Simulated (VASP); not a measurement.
# ZrB2 (P6/mmm) in VASP: single point with PBE

Aim: the single point of ZrB2 with PBE.

Program: VASP 6.6.1. These are calculated values, not measurements. Logs are shortened: lines on timing, memory, paths and dates and some standing lists are left out, and cuts for length are marked.

### 1 The cell of the first run

It takes space group P6/mmm (No. 191, hexagonal). The conventional cell has a = 3.170 Å, b = 3.170 Å, c = 3.533 Å, α = 90.00°, β = 90.00°, γ = 120.00°. Within 3.6 Å of Zr (site symmetry 6/mmm) lie 12 B at 2.54 Å and 8 Zr at 3.17 to 3.53 Å. Within 2.4 Å of B (site symmetry -6m2) lie 3 B at 1.83 Å.

### 2 Single point, PBE

The input, INCAR:

```
PREC = Accurate
ENCUT = 500
EDIFF = 1E-6
ISMEAR = -1
SIGMA = 0.15
LREAL = False
LASPH = True
NELM = 120
ALGO = Normal
ISIF = 2
LWAVE = False
LCHARG = False
GGA = PE
NBANDS = 48
GGA_COMPAT = False
```

The input, KPOINTS:

```
Automatic mesh
0
Gamma
  2 2 3
```

The input, POSCAR:

```
ZrB2
1.0
    6.3400005427      0.0000000000      0.0000000000
   -3.1700002714      5.4906015300      0.0000000000
    0.0000000000      0.0000000000      3.5330000000
Zr B
4 8
Direct
    0.0000000000      0.0000000000      0.0000000000
    0.0000000000      0.5000000000      0.0000000000
    0.5000000000      0.0000000000      0.0000000000
    0.5000000000      0.5000000000      0.0000000000
    0.1666666667      0.3333333333      0.5000000000
    0.3333333333      0.1666666667      0.5000000000
    0.1666666667      0.8333333333      0.5000000000
    0.3333333333      0.6666666667      0.5000000000
    0.6666666667      0.3333333333      0.5000000000
    0.8333333333      0.1666666667      0.5000000000
    0.6666666667      0.8333333333      0.5000000000
    0.8333333333      0.6666666667      0.5000000000
```

Potentials or basis: VASP PAW PBE potentials, release 64 (Zr_sv, B).

On the command line:

```
cat potpaw_PBE.64/Zr_sv/POTCAR potpaw_PBE.64/B/POTCAR > POTCAR
mpirun -np 1 vasp_std > vasp.out
```

OUTCAR:

```text
PREC = Accurate
   ENCUT = 500
   EDIFF = 1E-6
   ISMEAR = -1
   LREAL = False
   LASPH = True
   NELM = 120
   ISIF = 2
   GGA = PE

 ion  position               nearest neighbor table
   1  0.000  0.000  0.000-   6 2.54  11 2.54   6 2.54  11 2.54   5 2.54   5 2.54  12 2.54  12 2.54
                             7 2.54  10 2.54   7 2.54  10 2.54   4 3.17   4 3.17   3 3.17   3 3.17
   2  0.000  0.500  0.000-   8 2.54   9 2.54   8 2.54   9 2.54   7 2.54   7 2.54  10 2.54  10 2.54
                            12 2.54   5 2.54   5 2.54  12 2.54   3 3.17   3 3.17   4 3.17   4 3.17
   3  0.500  0.000  0.000-   7 2.54  10 2.54   7 2.54  10 2.54   9 2.54   8 2.54   9 2.54   8 2.54
                            11 2.54   6 2.54   6 2.54  11 2.54   2 3.17   2 3.17   1 3.17   1 3.17
   4  0.500  0.500  0.000-   5 2.54  12 2.54   5 2.54  12 2.54  11 2.54   6 2.54  11 2.54   6 2.54
                             8 2.54   9 2.54   8 2.54   9 2.54   1 3.17   1 3.17   2 3.17   2 3.17
   5  0.167  0.333  0.500-   6 1.83  10 1.83   8 1.83   4 2.54   4 2.54   1 2.54   1 2.54   2 2.54
                             2 2.54
   6  0.333  0.167  0.500-   5 1.83   9 1.83   7 1.83   1 2.54   1 2.54   4 2.54   4 2.54   3 2.54
                             3 2.54
   7  0.167  0.833  0.500-   8 1.83  12 1.83   6 1.83   3 2.54   3 2.54   2 2.54   2 2.54   1 2.54
                             1 2.54
   8  0.333  0.667  0.500-   7 1.83  11 1.83   5 1.83   2 2.54   2 2.54   3 2.54   3 2.54   4 2.54
                             4 2.54
   9  0.667  0.333  0.500-  10 1.83   6 1.83  12 1.83   2 2.54   2 2.54   3 2.54   3 2.54   4 2.54
[... 14 lines left out ...]
 A1 = (   6.3400005427,   0.0000000000,   0.0000000000)
 A2 = (  -3.1700002714,   5.4906015300,   0.0000000000)
 A3 = (   0.0000000000,   0.0000000000,   3.5330000000)

Analysis of symmetry for initial positions (statically):
=====================================================================
 Subroutine PRICEL returns following result:

  LATTYP: Found a hexagonal cell.
 ALAT       =     3.1700002714
 C/A-ratio  =     1.1145109456

  Lattice vectors:

 A1 = (   3.1700002714,   0.0000000000,   0.0000000000)
 A2 = (  -1.5850001357,   2.7453007650,   0.0000000000)
 A3 = (   0.0000000000,   0.0000000000,   3.5330000000)

   4 primitive cells build up your supercell.

 Routine SETGRP: Setting up the symmetry group for a
 hexagonal supercell.

 Subroutine GETGRP returns: Found 24 space group operations
 (whereof 24 operations were pure point group operations)
 out of a pool of 24 trial point group operations.

The static configuration has the point symmetry D_6h.

Analysis of symmetry for dynamics (positions and initial velocities):
=====================================================================
 Subroutine PRICEL returns following result:

[... 117 lines left out ...]
   IALGO  =     38    algorithm
   IMIX   =      4    mixing-type and parameters
     AMIX     =   0.40;   BMIX     =  1.00
     AMIX_MAG =   1.60;   BMIX_MAG =  1.00
  volume/ion in A,a.u.               =      10.25        69.16
  Fermi-wavevector in a.u.,A,eV,Ry     =   1.369519  2.588016 25.518844  1.875582
  Thomas-Fermi vector in A             =   2.495387
   LORBIT       =      0    0 simple, 1 ext, 2 COOP (PROOUT), +10 PAW based schemes
   GGA     = PE    functional components
   LHFCALC =     F    Hartree Fock is set to
   AEXX    =    0.0000 exact exchange contribution
   IVDW    =     0    specifies the selected vdW correction
   LEPSILON=     F    determine dielectric tensor
   LRPA    =     F    only Hartree local field effects (RPA)
 non-spin polarized calculation
  energy-cutoff  :      500.00
  volume of cell :      122.99
 maximum number of plane-waves:      3139
 NGX is ok and might be reduce to    48
   NGX = 23   NGY = 23   NGZ = 13

 number of electron      71.9999999 magnetization

 Free energy of the ion-electron system (eV)
  ---------------------------------------------------
  ext. energy  EPLUGINS =         0.00000000
  ---------------------------------------------------
  free energy    TOTEN  =       -99.79811933 eV

  energy without entropy =      -99.67512121  energy(sigma->0) =      -99.73662027

 E-fermi :  10.8249     XC(G=0): -12.4398

 val. band max:        9.8026135302   @ k =   0.5000   0.0000   0.0000
 cond. band min:      10.9597265978   @ k =   0.5000   0.0000   0.0000
 fundamental gap:      1.1571130677
 Fermi energy:        10.8248793307

 k-point     1 :       0.0000    0.0000    0.0000
  band No.  band energies     occupation
      1     -38.1273      2.00000
      2     -38.0110      2.00000
      3     -38.0110      2.00000
      4     -38.0110      2.00000
      5     -16.6973      2.00000
      6     -16.6973      2.00000
[... 193 lines left out ...]
     47      15.2743      0.00000
     48      15.3969      0.00000

------------------------ aborting loop because EDIFF is reached ----------------------------------------

  FORCE on cell =-STRESS in cart. coord.  units (eV):
  Direction    XX          YY          ZZ          XY          YZ          ZX
  --------------------------------------------------------------------------------------
  -------------------------------------------------------------------------------------
  Total        0.7209991      0.7209991      1.2843670     -0.0000000      0.0000000      0.0000000
  in kB        9.3927429      9.3927429     16.7319620     -0.0000000      0.0000000      0.0000000
  external PRESSURE =      11.8391493 kB  Pullay stress =       0.0000000 kB

 VOLUME and BASIS-vectors are now :
 -----------------------------------------------------------------------------
  energy-cutoff  :      500.00
  volume of cell :      122.99
      direct lattice vectors                 reciprocal lattice vectors
     6.340000543  0.000000000  0.000000000     0.157728693  0.091064703  0.000000000
    -3.170000271  5.490601530  0.000000000     0.000000000  0.182129407  0.000000000
     0.000000000  0.000000000  3.533000000     0.000000000  0.000000000  0.283045570

 POSITION                                       TOTAL-FORCE (eV/Angst)
 -----------------------------------------------------------------------------------
      0.00000      0.00000      0.00000        -0.000000      0.000000      0.000000
     -1.58500      2.74530      0.00000        -0.000000      0.000000      0.000000
      3.17000      0.00000      0.00000        -0.000000      0.000000      0.000000
      1.58500      2.74530      0.00000        -0.000000      0.000000     -0.000000
      0.00000      1.83020      1.76650         0.000000      0.000000      0.000000
      1.58500      0.91510      1.76650         0.000000      0.000000      0.000000
     -1.58500      4.57550      1.76650        -0.000000     -0.000000      0.000000
     -0.00000      3.66040      1.76650        -0.000000      0.000000      0.000000
      3.17000      1.83020      1.76650         0.000000     -0.000000      0.000000
      4.75500      0.91510      1.76650        -0.000000      0.000000      0.000000
      1.58500      4.57550      1.76650         0.000000     -0.000000      0.000000
      3.17000      3.66040      1.76650         0.000000      0.000000      0.000000
 -----------------------------------------------------------------------------------
    total drift:                               -0.000000      0.000000      0.000000

  FREE ENERGIE OF THE ION-ELECTRON SYSTEM (eV)
  ---------------------------------------------------
  free  energy   TOTEN  =       -99.7981193307 eV

  energy  without entropy=      -99.6751212054  energy(sigma->0) =      -99.73662027
```

OSZICAR:

```text
N       E                     dE             d eps       ncg     rms          rms(c)
DAV:   1     0.558729169311E+03    0.55873E+03   -0.36468E+04   384   0.145E+03
DAV:   2    -0.596127122742E+02   -0.61834E+03   -0.59841E+03   432   0.403E+02
DAV:   3    -0.108517592136E+03   -0.48905E+02   -0.48362E+02   600   0.919E+01
DAV:   4    -0.110823652374E+03   -0.23061E+01   -0.23012E+01   544   0.179E+01
DAV:   5    -0.110922321069E+03   -0.98669E-01   -0.98651E-01   544   0.338E+00    0.430E+01
DAV:   6    -0.998252354721E+02    0.11097E+02   -0.32937E+01   432   0.218E+01    0.172E+01
DAV:   7    -0.998096209785E+02    0.15614E-01   -0.53006E+00   536   0.688E+00    0.560E+00
DAV:   8    -0.998063872984E+02    0.32337E-02   -0.71815E-01   440   0.361E+00    0.224E+00
DAV:   9    -0.997985677711E+02    0.78195E-02   -0.10285E-01   472   0.134E+00    0.396E-01
DAV:  10    -0.997980558465E+02    0.51192E-03   -0.86202E-03   496   0.389E-01    0.136E-01
DAV:  11    -0.997981263163E+02   -0.70470E-04   -0.30636E-04   488   0.110E-01    0.253E-02
DAV:  12    -0.997981203142E+02    0.60021E-05   -0.10653E-05   536   0.191E-02    0.119E-02
DAV:  13    -0.997981192818E+02    0.10325E-05   -0.16468E-06   312   0.513E-03    0.376E-03
DAV:  14    -0.997981193307E+02   -0.48927E-07   -0.25012E-07   264   0.246E-03
   1 F= -.99798119E+02 E0= -.99736620E+02  d E =-.122998E+00
```

Run time: 20 s. Hardware: 1 thread of AMD EPYC 9R45 (Zen 5), shared host; peak memory 0.2 GiB.

Results:

| Quantity | Value |
| --- | --- |
| Free energy | -99.7981 eV |
| Pressure | 1.2 GPa |
| Band gap on the k mesh | zero (bands 36 and 37 overlap by 0.33 eV) |

Caveat: the k points lie up to 0.59 Å⁻¹ apart.
